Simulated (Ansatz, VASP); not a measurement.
ReSb: VASP beside Ansatz

The input INCAR:

```
PREC = Accurate ; ENCUT = 520
EDIFF = 1E-6 ; ISMEAR = 0
SIGMA = 0.05 ; LREAL = F
LASPH = T ; NELM = 60
ALGO = Normal ; ISIF = 2
LWAVE = F ; LCHARG = F
GGA = PS ; NBANDS = 13
```

The input KPOINTS:

```
regular mesh
0
Gamma
  10 10 10
```

Contents of POSCAR:

```
ReSb
1.0
    0.0000000000      2.9950170869      2.9950170869
    2.9950170869      0.0000000000      2.9950170869
    2.9950170869      2.9950170869      0.0000000000
Re Sb
1 1
Direct
    0.0000000000      0.0000000000      0.0000000000
    0.2500000000      0.2500000000      0.2500000000
```

Input for Ansatz:

```yaml
crystal:
  lattice:
    - [0.0, 2.9950170869, 2.9950170869]
    - [2.9950170869, 0.0, 2.9950170869]
    - [2.9950170869, 2.9950170869, 0.0]
  atoms:
    - { symbol: Re, position: [0.0, 0.0, 0.0] }
    - { symbol: Sb, position: [0.25, 0.25, 0.25] }
basis:
  ecutwfc: 420
  ecutrho_ratio: 4
kpoints:
  mp_grid: { grid: [10, 10, 10] }
hamiltonian:
  xc: pbesol
scf:
  occupations: { method: gaussian, width: 0.05 }
output:
  forces: true
  stress: true
  eigenvalues: true
```

Alike in both runs: task single point; functional PBEsol; k mesh 10 × 10 × 10; occupations gaussian, width 0.05 eV; no spin polarisation.

|  | VASP | Ansatz |
| --- | --- | --- |
| version | VASP 6.6.1 | Ansatz 0.2.0 |
| potentials or method | VASP PAW PBE potentials, release 64 (Re, Sb), cutoff 520 eV | scalar-relativistic, plane waves, PAW |
| valence electrons in the cell | 12 | 30 |

VASP gave:

| Property | Result |
| --- | --- |
| gap on the k mesh at the Fermi level (eV) | none |
| pressure (GPa) | -1.9 |

Problem. Which values does Ansatz return?

Solution. gap on the k mesh at the Fermi level (eV): none; pressure (GPa): -2.1.

VASP's potentials were made for PBE, not for PBEsol. A gap of «none» marks a metal or a gap that the smearing closes. The functional is the same, so the differences come from potentials, cutoffs and numerics. VASP's potentials hold 12 valence electrons a cell and Ansatz's 30, so a difference there can come from the potentials and not from the codes.

Neither program's run includes spin-orbit coupling.
